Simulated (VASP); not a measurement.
Runs of VASP 6.6.1 on KBr. The structure is that of space group Fm-3m (No. 225), or close to it. The cells are those of the table. 

| task | level | potentials or basis | cell | k mesh | cutoff (eV) | smearing | grid for exact exchange (PRECFOCK) | share of exact exchange | screening parameter | gap on the mesh (eV) | pressure (GPa) |
| --- | --- | --- | --- | --- | --- | --- | --- | --- | --- | --- | --- |
| single point | PBE | VASP PAW PBE potentials, release 64 (K_sv, Br) | a = 4.670 Å, angles 60.0°, 2 atoms | 6 × 6 × 6 | 520 | fermi-dirac 0.02 eV | - | - | - | 4.43 | 0.7 |
| relaxation of cell and atoms | PBEsol | VASP PAW PBE potentials, release 64 (K_sv, Br) | relaxed from a = 4.738 Å, angles 60.0°, 2 atoms | 6 × 6 × 6 | 600 | fermi-dirac 0.02 eV | - | - | - | 4.33 | 0.0 |
| single point | LDA | VASP PAW LDA potentials, release 64 (K_sv, Br) | a = 4.670 Å, angles 60.0°, 2 atoms | 6 × 6 × 6 | 520 | gaussian 0.01 eV | - | - | - | 4.03 | (c) |
| single point | HSE06 | VASP PAW PBE potentials, release 64 (K_sv, Br) | a = 4.713 Å, angles 60.0°, 2 atoms | 4 × 4 × 4 | 520 | fermi-dirac 0.02 eV | Normal | 0.25 | 0.2079 1/Å | 5.52 | 0.0 |
| single point | HSE06 | VASP PAW PBE potentials, release 64 (K_sv, Br) | a = 4.670 Å, angles 60.0°, 2 atoms | 4 × 4 × 4 | 520 | gaussian 0.01 eV | Normal | 0.25 | 0.2079 1/Å | (b) | (a) |

Alike in all rows: no spin polarisation.

Estimate the missing entries.

(a) 0.4; (b) 5.59; (c) -1.6.

Caveats: the PAW data sets were made with another functional, which shifts forces and pressure a little (at least some runs).

A k mesh can miss the band edges, and the runs leave out spin-orbit coupling on Br.
